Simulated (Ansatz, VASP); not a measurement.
## Two plane-wave programs on InP

The input INCAR:

```
SYSTEM = InP
PREC = Accurate
ENCUT = 520
EDIFF = 1E-6
ISMEAR = 0
SIGMA = 0.15
LREAL = .FALSE.
LASPH = .TRUE.
NELM = 60
ALGO = Normal
ISIF = 2
LWAVE = .FALSE.
LCHARG = .FALSE.
GGA = PE
NBANDS = 16
```

Contents of KPOINTS:

```
Automatic mesh
0
G
  16 16 16
  0 0 0
```

POSCAR

```
InP
1.0
    0.0000000000      2.7657221691      3.0422943860
    2.7657221691      0.0000000000      3.0422943860
    2.7657221691      2.7657221691      0.0000000000
In P
1 1
Direct
    0.0000000000      0.0000000000      0.0000000000
    0.5000000000      0.5000000000      0.5000000000
```

Input for Ansatz:

```yaml
crystal:
  lattice:
    - [0.0, 2.7657221691, 3.042294386]
    - [2.7657221691, 0.0, 3.042294386]
    - [2.7657221691, 2.7657221691, 0.0]
  atoms:
    - { symbol: In, position: [0.0, 0.0, 0.0] }
    - { symbol: P, position: [0.5, 0.5, 0.5] }
basis:
  ecutwfc: 420
kpoints:
  mp_grid: { grid: [16, 16, 16] }
hamiltonian:
  xc: pbe
scf:
  occupations: { method: gaussian, width: 0.15 }
output:
  forces: true
  stress: true
  eigenvalues: true
```

Alike in both runs: task single point; functional PBE; k mesh 16 × 16 × 16; occupations gaussian, width 0.15 eV; no spin polarisation.

|  | VASP | Ansatz |
| --- | --- | --- |
| version | VASP 6.6.1 | Ansatz 0.2.0 |
| potentials or method | VASP PAW PBE potentials, release 64 (In_d, P), cutoff 520 eV | scalar-relativistic, plane waves, PAW |
| valence electrons in the cell | 18 | 18 |

```csv
,VASP,Ansatz,Ansatz less VASP
gap on the k mesh at the Fermi level (eV),none,none,-
pressure (GPa),-4.4,-4.3,+0.04
"traceless stress, the component that is largest in VASP (GPa)",-3.15,-3.16,-0.009
```

A gap of «none» marks a metal or a gap that the smearing closes.
